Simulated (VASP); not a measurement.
# SiC (Moissanite 6H) (P6_3mc) in VASP: settings compared, part 3 of 3

VASP 6.6.1. The steps go on from the part before.

## Step 6: Single point, BLYP+D4

This run uses another cell than the first one, of 10.91 Å³/atom, 1.076 times its volume.

The input, INCAR:

```
  AGGAC = 1.0
  AGGAX = 1.0
  ALDAC = 0.0
  ALDAX = 1.0
  ALGO = Normal
  EDIFF = 1E-7
  ENCUT = 520
  GGA = B5
  ISIF = 2
  ISMEAR = -1
  IVDW = 13
  LASPH = T
  LCHARG = F
  LREAL = F
  LWAVE = F
  NBANDS = 36
  NELM = 60
  PREC = Accurate
  SIGMA = 0.05
  VDW_A1 = 0.44488865
  VDW_A2 = 4.0933009
  VDW_S6 = 1.0
  VDW_S8 = 2.34076671
```

The input, KPOINTS:

```
k-points
0
Gamma
  10 10 2
```

The input, POSCAR:

```
SiC
1.0
    3.1357283548      0.0000000000      0.0000000000
   -1.5678641774      2.7156204146      0.0000000000
    0.0000000000      0.0000000000     15.3696281560
Si C
6 6
Direct
    0.6666666667      0.3333333333      0.4583000000
    0.3333333333      0.6666666667      0.9583000000
    0.6666666667      0.3333333333      0.7917000000
    0.3333333333      0.6666666667      0.2917000000
    0.0000000000      0.0000000000      0.6250000000
    0.0000000000      0.0000000000      0.1250000000
    0.6666666667      0.3333333333      0.3333000000
    0.3333333333      0.6666666667      0.8333000000
    0.6666666667      0.3333333333      0.6667000000
    0.3333333333      0.6666666667      0.1667000000
    0.0000000000      0.0000000000      0.5000000000
    0.0000000000      0.0000000000      0.0000000000
```

Potentials or basis: VASP PAW PBE potentials, release 64 (Si, C).

Command:

```console
$ cat potpaw_PBE.64/Si/POTCAR potpaw_PBE.64/C/POTCAR > POTCAR
$ mpirun -np 1 vasp_std > vasp.out
```

OUTCAR:

```text
EDIFF = 1E-7
   ENCUT = 520
   GGA = B5
   ISIF = 2
   ISMEAR = -1
   IVDW = 13
   LASPH = T
   LREAL = F
   NELM = 60
   PREC = Accurate

 ion  position               nearest neighbor table
   1  0.667  0.333  0.458-  11 1.92  11 1.92  11 1.92   7 1.92   4 3.14   4 3.14   4 3.14   5 3.14
                             5 3.14   5 3.14
   2  0.333  0.667  0.958-  12 1.92  12 1.92  12 1.92   8 1.92   3 3.14   3 3.14   3 3.14   6 3.14
                             6 3.14   6 3.14
   3  0.667  0.333  0.792-   8 1.92   8 1.92   8 1.92   9 1.92   2 3.14   2 3.14   2 3.14   5 3.14
                             5 3.14   5 3.14
   4  0.333  0.667  0.292-   7 1.92   7 1.92   7 1.92  10 1.92   1 3.14   1 3.14   1 3.14   6 3.14
                             6 3.14   6 3.14
   5  0.000  0.000  0.625-   9 1.92   9 1.92   9 1.92  11 1.92   3 3.14   1 3.14   3 3.14   1 3.14
                             1 3.14   3 3.14
   6  0.000  0.000  0.125-  10 1.92  10 1.92  10 1.92  12 1.92   4 3.14   2 3.14   2 3.14   4 3.14
                             4 3.14   2 3.14
   7  0.667  0.333  0.333-   4 1.92   4 1.92   4 1.92   1 1.92
   8  0.333  0.667  0.833-   3 1.92   3 1.92   3 1.92   2 1.92
   9  0.667  0.333  0.667-   5 1.92   5 1.92   5 1.92   3 1.92
  10  0.333  0.667  0.167-   6 1.92   6 1.92   6 1.92   4 1.92
  11  0.000  0.000  0.500-   1 1.92   1 1.92   1 1.92   5 1.92
  12  0.000  0.000  0.000-   2 1.92   2 1.92   2 1.92   6 1.92

  LATTYP: Found a hexagonal cell.
 ALAT       =     3.1357283548
 C/A-ratio  =     4.9014539580

  Lattice vectors:

 A1 = (   3.1357283548,   0.0000000000,   0.0000000000)
 A2 = (  -1.5678641774,   2.7156204146,   0.0000000000)
 A3 = (   0.0000000000,   0.0000000000,  15.3696281560)

Analysis of symmetry for initial positions (statically):
=====================================================================
 Subroutine PRICEL returns:
 Original cell was already a primitive cell.

 Routine SETGRP: Setting up the symmetry group for a
 hexagonal supercell.

 Subroutine GETGRP returns: Found 12 space group operations
 (whereof  6 operations were pure point group operations)
 out of a pool of 24 trial point group operations.

The static configuration has the point symmetry C_3v.
 The point group associated with its full space group is C_6v.

Analysis of symmetry for dynamics (positions and initial velocities):
=====================================================================
 Subroutine PRICEL returns:
 Original cell was already a primitive cell.

 Routine SETGRP: Setting up the symmetry group for a
 hexagonal supercell.

 Subroutine GETGRP returns: Found 12 space group operations
 (whereof  6 operations were pure point group operations)
 out of a pool of 24 trial point group operations.

The dynamic configuration has the point symmetry C_3v.
 The point group associated with its full space group is C_6v.

 Subroutine INISYM returns: Found 12 space group operations
 (whereof  6 operations are pure point group operations),
 and found     1 'primitive' translations

----------------------------------------------------------------------------------------

                                     Primitive cell
[... 94 lines left out ...]
   number of dos      NEDOS =    301   number of ions     NIONS =     12
   total plane-waves  NPLWV =  69120
   dimension x,y,z NGX =    24 NGY =   24 NGZ =  120
   dimension x,y,z NGXF=    48 NGYF=   48 NGZF=  240
   ions per type =               6   6
   NGX,Y,Z   is equivalent  to a cutoff of  12.72, 12.72, 12.98 a.u.
   NGXF,Y,Z  is equivalent  to a cutoff of  25.45, 25.45, 25.96 a.u.
 SYSTEM =  unknown system
   PREC   = accura    normal or accurate (medium, high low for compatibility)
   ISTART =      0    job   : 0-new  1-cont  2-samecut
   ICHARG =      2    charge: 1-file 2-atom 10-const
   ISPIN  =      1    spin polarized calculation?
   LNONCOLLINEAR =      F non collinear calculations
   LSORBIT =      F    spin-orbit coupling
   LASPH  =      T    aspherical Exc in radial PAW
   ENCUT  =  520.0 eV  38.22 Ry    6.18 a.u.   5.83  5.83 28.58*2*pi/ulx,y,z
   NELM   =     60;   NELMIN=  2; NELMDL= -5     # of ELM steps
   EDIFF  = 0.1E-06   stopping-criterion for ELM
   LREAL  =      F    real-space projection
   EDIFFG = 0.1E-05   stopping-criterion for IOM
   NSW    =      0    number of steps for IOM
   IBRION =     -1    ionic relax: 0-MD 1-quasi-New 2-CG
   NFREE  =      0    steps in history (QN), initial steepest desc. (CG)
   ISIF   =      2    stress and relaxation
   ISYM   =      2    0-nonsym 1-usesym 2-fastsym
   POTIM  = 0.5000    time-step for ionic-motion
   TEBEG  =    0.0;   TEEND  =   0.0 temperature during run
   PSTRESS=    0.0 pullay stress
   NELECT =      48.0000    total number of electrons
   NUPDOWN=      -1.0000    fix difference up-down
   EMIN   =  10.00;   EMAX   =-10.00  energy-range for DOS
   EFERMI =   0.00;   METHOD = LEGACY
   ISMEAR =    -1;   SIGMA  =   0.05  broadening in eV -4-tet -1-fermi 0-gaus
   EFERMI_NEDOS =   21; number of points for ismear=-14 and -15
   IALGO  =     38    algorithm
   IMIX   =      4    mixing-type and parameters
     AMIX     =   0.40;   BMIX     =  1.00
     AMIX_MAG =   1.60;   BMIX_MAG =  1.00
  volume/ion in A,a.u.               =      10.91        73.60
  Fermi-wavevector in a.u.,A,eV,Ry     =   1.171831  2.214439 18.683353  1.373188
  Thomas-Fermi vector in A             =   2.308269
   LORBIT       =      0    0 simple, 1 ext, 2 COOP (PROOUT), +10 PAW based schemes
   GGA     = B5    functional components
   LHFCALC =     F    Hartree Fock is set to
   AEXX    =    0.0000 exact exchange contribution
   IVDW    =    13    specifies the selected vdW correction
   LEPSILON=     F    determine dielectric tensor
   LRPA    =     F    only Hartree local field effects (RPA)
 non-spin polarized calculation
  energy-cutoff  :      520.00
  volume of cell :      130.88
 maximum number of plane-waves:      3548
 NGX is ok and might be reduce to    24
   NGX = 11   NGY = 11   NGZ = 57

 number of electron      48.0000001 magnetization

 Free energy of the ion-electron system (eV)
  ---------------------------------------------------
  ext. energy  EPLUGINS =         0.00000000
  ---------------------------------------------------
  free energy    TOTEN  =       -81.98345586 eV

  energy without entropy =      -81.98345586  energy(sigma->0) =      -81.98345586

 E-fermi :   9.0144     XC(G=0): -10.4273

 val. band max:        7.9828620566   @ k =   0.0000   0.0000   0.0000
 cond. band min:      10.3173462657   @ k =   0.5000   0.0000   0.0000
 fundamental gap:      2.3344842092
 Fermi energy:         9.0143505681

 k-point     1 :       0.0000    0.0000    0.0000
  band No.  band energies     occupation
      1      -6.9378      2.00000
      2      -6.4446      2.00000
      3      -6.4046      2.00000
      4      -4.9972      2.00000
      5      -4.9666      2.00000
      6      -3.6069      2.00000
[... 925 lines left out ...]
     35      15.3722      0.00000
     36      15.3722      0.00000

 [... further k-points ...]

------------------------ aborting loop because EDIFF is reached ----------------------------------------

  DFT-D4 for vdW energy calculation

  Edisp (eV):   -7.33911

  FORCE on cell =-STRESS in cart. coord.  units (eV):
  Direction    XX          YY          ZZ          XY          YZ          ZX
  --------------------------------------------------------------------------------------
  -------------------------------------------------------------------------------------
  Total      -8.61073    -8.61073    -7.88291     0.00000     0.00000     0.00000
  in kB    -105.40944  -105.40944   -96.49980     0.00000     0.00000     0.00000
  external pressure =     -102.44 kB  Pullay stress =        0.00 kB

 VOLUME and BASIS-vectors are now :
 -----------------------------------------------------------------------------
  energy-cutoff  :      520.00
  volume of cell :      130.88
      direct lattice vectors                 reciprocal lattice vectors
     3.135728355  0.000000000  0.000000000     0.318905175  0.184119989  0.000000000
    -1.567864177  2.715620415  0.000000000     0.000000000  0.368239977  0.000000000
     0.000000000  0.000000000 15.369628156     0.000000000  0.000000000  0.065063383

 POSITION                                       TOTAL-FORCE (eV/Angst)
 -----------------------------------------------------------------------------------
      1.56786      0.90521      7.04390        -0.000000      0.000000      0.034300
     -0.00000      1.81041     14.72871         0.000000     -0.000000      0.034300
      1.56786      0.90521     12.16813         0.000000     -0.000000      0.020051
     -0.00000      1.81041      4.48332        -0.000000     -0.000000      0.020051
      0.00000      0.00000      9.60602         0.000000      0.000000      0.052983
      0.00000      0.00000      1.92120         0.000000     -0.000000      0.052983
      1.56786      0.90521      5.12270         0.000000      0.000000     -0.013787
     -0.00000      1.81041     12.80751        -0.000000     -0.000000     -0.013787
      1.56786      0.90521     10.24693        -0.000000     -0.000000      0.045493
     -0.00000      1.81041      2.56212         0.000000     -0.000000      0.045493
      0.00000      0.00000      7.68481         0.000000     -0.000000     -0.139041
      0.00000      0.00000      0.00000         0.000000     -0.000000     -0.139041
 -----------------------------------------------------------------------------------
    total drift:                               -0.000000     -0.000000      0.000437

  FREE ENERGIE OF THE ION-ELECTRON SYSTEM (eV)
  ---------------------------------------------------
  free  energy   TOTEN  =       -89.3225621425 eV

  energy  without entropy=      -89.3225621425  energy(sigma->0) =      -89.32256214
```

Run time: 77 s. Hardware: 1 thread of Intel Xeon 6975P-C (Granite Rapids), shared host; peak memory 0.28 GiB.

What came out:

```
Free energy                : -89.3226 eV
Pressure                   : -10.2 GPa
Largest force              : 0.139 eV/Å
Band gap on the k mesh     : 2.33 eV, indirect (least direct gap 3.41 eV)
Dispersion energy per atom : -0.612 eV
```

Forces on the atoms (eV/Å):
```
Si   0.000  0.000  0.034
Si   0.000  0.000  0.034
Si   0.000  0.000  0.020
Si   0.000  0.000  0.020
Si   0.000  0.000  0.053
Si   0.000  0.000  0.053
C    0.000  0.000 -0.014
C    0.000  0.000 -0.014
C    0.000  0.000  0.045
C    0.000  0.000  0.045
C    0.000  0.000 -0.139
C    0.000  0.000 -0.139
```

Stress tensor (GPa, compression positive):
```
-10.54   0.00   0.00
  0.00 -10.54   0.00
  0.00   0.00  -9.65
```

Levels at points of the mesh, in eV from the valence-band top:
```
           k point  band 22  band 23  band 24  band 25  band 26  band 27
(0.00, 0.00, 0.00)    -0.04     0.00     0.00     4.83     5.02     5.39
(0.50, 0.00, 0.00)    -1.71    -1.58    -1.08     2.33     2.48     3.38
(0.00, 0.00, 0.50)    -0.09    -0.09    -0.09     4.90     4.90     5.63
(0.50, 0.00, 0.50)    -1.66    -1.27    -1.27     2.36     2.36     3.60
```

Caveat: the PAW data sets were made with another functional, which shifts forces and pressure a little.

## Step 7: Summary

| level | potentials or basis | cell | gap on the mesh (eV) | pressure (GPa) | largest force (eV/Å) |
| --- | --- | --- | --- | --- | --- |
| LDA | VASP PAW LDA potentials, release 64 (Si, C) | a = 3.059, b = 3.059, c = 15.011 Å, angles 90.0, 90.0, 120.0°, 12 atoms | 1.97 | 0.4 | - |
| BLYP+D4 | VASP PAW PBE potentials, release 64 (Si, C) | a = 3.115, b = 3.115, c = 15.270 Å, angles 90.0, 90.0, 120.0°, 12 atoms | 2.33 | -6.9 | 0.14 |
| PBE | VASP PAW PBE potentials, release 64 (Si, C) | a = 3.115, b = 3.115, c = 15.270 Å, angles 90.0, 90.0, 120.0°, 12 atoms | 2.03 | -3.9 | 0.14 |
| PBEsol+D4 | VASP PAW PBE potentials, release 64 (Si, C) | a = 3.136, b = 3.136, c = 15.370 Å, angles 90.0, 90.0, 120.0°, 12 atoms | 1.92 | -12.6 | 0.14 |
| BLYP+D4 | VASP PAW PBE potentials, release 64 (Si, C) | a = 3.136, b = 3.136, c = 15.370 Å, angles 90.0, 90.0, 120.0°, 12 atoms | 2.33 | -10.2 | 0.14 |

Alike in all rows: task single point; no spin polarisation; k mesh 10 × 10 × 2; cutoff (eV) 520; smearing fermi-dirac 0.05 eV.

Caveats: the PAW data sets were made with another functional, which shifts forces and pressure a little (some runs).

Absolute energies hang on the potentials; compare differences alone.
